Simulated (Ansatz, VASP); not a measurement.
## BN in VASP and in Ansatz

Contents of INCAR:

```
ALGO = Normal ; EDIFF = 1E-6
ENCUT = 520 ; GGA = PE
ISIF = 2 ; ISMEAR = 0
LASPH = T ; LCHARG = F
LREAL = F ; LWAVE = F
NBANDS = 11 ; NELM = 100
PREC = Accurate ; SIGMA = 0.05
```

Contents of KPOINTS:

```
k-points
0
Gamma
  12 12 12
```

File POSCAR:

```
BN
1.0
    0.0000000000      1.8673910300      1.8673910300
    1.8673910300      0.0000000000      1.8673910300
    1.8673910300      1.8673910300      0.0000000000
B N
1 1
Direct
    0.0000000000      0.0000000000      0.0000000000
    0.7500000000      0.7500000000      0.7500000000
```

Input for Ansatz:

```yaml
crystal:
  lattice:
    - [0.0, 1.86739103, 1.86739103]
    - [1.86739103, 0.0, 1.86739103]
    - [1.86739103, 1.86739103, 0.0]
  atoms:
    - { symbol: B, position: [0.0, 0.0, 0.0] }
    - { symbol: "N", position: [0.75, 0.75, 0.75] }
basis:
  ecutwfc: 420
kpoints:
  mp_grid: { grid: [12, 12, 12] }
hamiltonian:
  xc: pbe
scf:
  occupations: { method: gaussian, width: 0.05 }
output:
  forces: true
  stress: true
  eigenvalues: true
```

Change from the starting cell: strain +0.030 along x and y, +0.030 along z, atoms carried along.

Alike in both runs: task single point; functional PBE; k mesh 12 × 12 × 12; occupations gaussian, width 0.05 eV; no spin polarisation.

|  | VASP | Ansatz |
| --- | --- | --- |
| version | VASP 6.6.1 | Ansatz 0.2.0 |
| potentials or method | VASP PAW PBE potentials, release 64 (B, N), cutoff 520 eV | scalar-relativistic, plane waves, PAW |
| valence electrons in the cell | 8 | 8 |

```tsv
	VASP	Ansatz	Ansatz less VASP
gap on the k mesh at the Fermi level (eV)	4.35	4.36	+0.008
least direct gap on the mesh (eV)	8.36	8.36	+0.008
pressure (GPa)	-28.2	-28.2	+0.02
```

Both programs put the cell under strong tension, so it lies far from rest at this level.
